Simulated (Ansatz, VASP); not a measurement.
**One calculation of Ta3Cu, two programs**

INCAR

```
PREC = Accurate ; ENCUT = 520
EDIFF = 1E-6 ; ISMEAR = -1
SIGMA = 0.05 ; LREAL = F
LASPH = T ; NELM = 60
ALGO = Fast ; ISIF = 2
LWAVE = F ; LCHARG = T
GGA = PE ; LELF = T
LVHAR = T ; NBANDS = 30
```

KPOINTS

```
Automatic mesh
0
Gamma
  9 9 9
```

File POSCAR:

```
Ta3Cu
1.0
   -1.9930401043      1.9930401043      4.1799263973
    1.9930401043     -1.9930401043      4.1799263973
    1.9930401043      1.9930401043     -4.1799263973
Ta Cu
3 1
Direct
    0.5000000000      0.5000000000      0.0000000000
    0.2500000000      0.7500000000      0.5000000000
    0.7500000000      0.2500000000      0.5000000000
    0.0000000000      0.0000000000      0.0000000000
```

Contents of input.yaml:

```yaml
crystal:
  lattice:
    - [-1.9930401043, 1.9930401043, 4.1799263973]
    - [1.9930401043, -1.9930401043, 4.1799263973]
    - [1.9930401043, 1.9930401043, -4.1799263973]
  atoms:
    - { symbol: Ta, position: [0.5, 0.5, 0.0] }
    - { symbol: Ta, position: [0.25, 0.75, 0.5] }
    - { symbol: Ta, position: [0.75, 0.25, 0.5] }
    - { symbol: Cu, position: [0.0, 0.0, 0.0] }
hamiltonian:
  xc: pbe
  pseudopotentials: { kind: paw }
kpoints:
  mp_grid: { grid: [9, 9, 9] }
scf:
  occupations: { method: fermi_dirac, width: 0.05 }
output:
  forces: true
  stress: true
  eigenvalues: true
  write_density: true
  write_potential: true
  elf: true
  volumetric_format: npy
```

Alike in both runs: task single point; functional PBE; k mesh 9 × 9 × 9; occupations fermi-dirac, width 0.05 eV; no spin polarisation.

|  | VASP | Ansatz |
| --- | --- | --- |
| version | VASP 6.6.1 | Ansatz 0.2.0 |
| potentials or method | VASP PAW PBE potentials, release 64 (Ta_pv, Cu) | Ansatz PAW |
| plane-wave cutoff (eV) | 520 | 420 |
| valence electrons in the cell | 44 | 58 |

```csv
,VASP,Ansatz,Ansatz less VASP
gap on the k mesh at the Fermi level (eV),none,none,-
pressure (GPa),5.0,4.4,-0.64
"traceless stress, the component that is largest in VASP (GPa)",-0.46,-0.33,+0.121
```

A gap of «none» marks a metal or a gap that the smearing closes. VASP's potentials hold 44 valence electrons a cell and Ansatz's 58, so a difference there can come from the potentials and not from the codes.

Spin-orbit coupling is off throughout.
